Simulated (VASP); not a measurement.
Input of a VASP 6.6.1 run:

The input INCAR:

```
  PREC = Accurate
  ENCUT = 500
  EDIFF = 1E-7
  ISMEAR = -1
  SIGMA = 0.1
  LREAL = F
  LASPH = T
  NELM = 120
  ALGO = Normal
  ISIF = 3
  LWAVE = F
  LCHARG = F
  GGA = B5
  ALDAX = 1.0
  AGGAX = 1.0
  AGGAC = 1.0
  ALDAC = 0.0
  IBRION = 2
  NSW = 80
  EDIFFG = -0.01
  GGA_COMPAT = F
  NELMIN = 4
```

KPOINTS

```
Automatic mesh
0
Gamma
  5 5 5
```

File POSCAR:

```
Al
1.0
    5.1021510852      0.0000000000      0.0000000000
    0.0000000000      5.1021510852      0.0000000000
    0.0000000000      0.0000000000      5.1021510852
Al
8
Direct
    0.0000000000      0.0000000000      0.0000000000
    0.5000000000      0.5000000000      0.5000000000
    0.2500000000      0.0000000000      0.5000000000
    0.7500000000      0.0000000000      0.5000000000
    0.5000000000      0.2500000000      0.0000000000
    0.5000000000      0.7500000000      0.0000000000
    0.0000000000      0.5000000000      0.2500000000
    0.0000000000      0.5000000000      0.7500000000
```

Potentials or basis: VASP PAW PBE potentials, release 64 (Al).

Command:

```bash
$ cat potpaw_PBE.64/Al/POTCAR > POTCAR
$ mpirun -np 1 vasp_std > vasp.out
```

(1) Predict the relaxed cell.

(2) Estimate the band gap on the k mesh.

(3) Predict the relaxed volume.

Answers

(1) a = 5.250 Å, b = 5.250 Å, c = 5.250 Å, α = 90.00°, β = 90.00°, γ = 90.00°.

(2) zero (band 12 reaches 9.49 eV, above the bottom of band 13 at 6.95 eV).

(3) 18.09 Å³/atom.

Caveat: the PAW data sets were made with another functional, which shifts forces and pressure a little.
